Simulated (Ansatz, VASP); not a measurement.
# Two plane-wave programs on BiTe

```xyz
2
Lattice="2.4227 1.3988 3.3173 -2.4227 1.3988 3.3173 0.0000 -2.7975 3.3173" Properties=species:S:1:pos:R:3 pbc="T T T"
Bi    0.0000    0.0000    4.9759
Te    0.0000    0.0000    0.0000
```

Alike in both runs: task single point; functional PBE; k mesh 2 × 2 × 2; occupations gaussian, width 0.1 eV; no spin polarisation.

```csv
,VASP,Ansatz
version,VASP 6.6.1,Ansatz 0.2.0
potentials or method,"VASP PAW PBE potentials, release 64 (Bi_d, Te)","scalar-relativistic, plane waves, norm-conserving potentials"
plane-wave cutoff (eV),500,1120
valence electrons in the cell,21,31
```

Ansatz gave:

```
gap on the k mesh at the Fermi level (eV)                     : none
pressure (GPa)                                                : 3.5
traceless stress, the component that is largest in VASP (GPa) : -7.09
```

What did VASP give for the same quantities?

gap on the k mesh at the Fermi level (eV): none; pressure (GPa): 3.5; traceless stress, the component that is largest in VASP (GPa): -7.10.

A gap of «none» marks a metal or a gap that the smearing closes. VASP's potentials hold 21 valence electrons a cell and Ansatz's 31, so a difference there can come from the potentials and not from the codes.

The k mesh is coarse, so the values compare programs but aren't converged. Neither program's run includes spin-orbit coupling.
